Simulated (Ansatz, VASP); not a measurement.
**TaTe in VASP and in Ansatz**

```
Ta Te
1.0
     3.42009    0.00000    0.00000
     0.00000    3.42009    0.00000
     0.00000    0.00000    3.42009
Ta Te
1 1
Direct
  0.50000 0.50000 0.50000
  0.00000 0.00000 0.00000
```

Alike in both runs: task single point; functional PBE-based screened hybrid with a share of 0.25 of exact exchange and HFSCREEN = 0.1; k mesh 4 × 4 × 4; occupations fermi-dirac, width 0.05 eV; no spin polarisation.

```csv
,VASP,Ansatz
version,VASP 6.6.1,Ansatz 0.2.0
potentials or method,"VASP PAW PBE potentials, release 64 (Ta_pv, Te)",Ansatz PAW
plane-wave cutoff (eV),520,420
valence electrons in the cell,17,29
```

Ansatz gave:

```
gap on the k mesh at the Fermi level (eV) : none
pressure (GPa)                            : -4.4
```

Question: Which values does VASP return?

Answer: gap on the k mesh at the Fermi level (eV): none; pressure (GPa): -5.4.

VASP's potentials were made for PBE, not for PBE-based screened hybrid. A gap of «none» marks a metal or a gap that the smearing closes. The functional is the same, so the differences come from potentials, cutoffs and numerics. VASP's potentials hold 17 valence electrons a cell and Ansatz's 29, so a difference there can come from the potentials and not from the codes.

The k mesh is coarse, so the values compare programs but aren't converged. Spin-orbit coupling is off throughout.
